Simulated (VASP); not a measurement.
Here is a VASP 6.6.1 calculation.

INCAR

```
SYSTEM = Ca2Al2O
PREC = Accurate
ENCUT = 520
EDIFF = 1E-7
ISMEAR = 0
SIGMA = 0.1
LREAL = .FALSE.
LASPH = .TRUE.
NELM = 100
ALGO = Normal
ISIF = 2
LWAVE = .FALSE.
LCHARG = .FALSE.
GGA = PE
NBANDS = 24
```

KPOINTS

```
regular mesh
0
G
  6 6 4
  0 0 0
```

File POSCAR:

```
Ca2Al2O
1.0
    3.7691836500      0.0000000000      0.0000000000
   -1.8845918300      3.2642087900      0.0000000000
    0.0000000000      0.0000000000      6.6553722000
Ca Al O
2 2 1
Direct
    0.3333333300      0.6666666700      0.2107614700
    0.6666666700      0.3333333300      0.7892385300
    0.3333333300      0.6666666700      0.8751271400
    0.6666666700      0.3333333300      0.1248728600
    0.0000000000      0.0000000000      0.5000000000
```

Potentials or basis: VASP PAW PBE potentials, release 64 (Ca_sv, Al, O).

Command:

```sh
$ cat potpaw_PBE.64/Ca_sv/POTCAR potpaw_PBE.64/Al/POTCAR potpaw_PBE.64/O/POTCAR > POTCAR
$ mpirun -np 1 vasp_std > vasp.out
```

Task: What does it give for the pressure?

Result: 49.1 GPa.

Task: Estimate the largest force.

Result: 11.090 eV/Å.

Task: Estimate the band gap on the k mesh.

Result: Zero (bands 16 and 17 overlap by 0.71 eV).

Stress tensor (GPa, compression positive):
```
59.14  0.00  0.00
 0.00 59.14  0.00
 0.00  0.00 29.02
```

Caveat: the stress differs along the axes, from 29 to 59 GPa; forces of over 1 eV/Å act on the atoms, so gaps and moduli don't describe the material at rest.
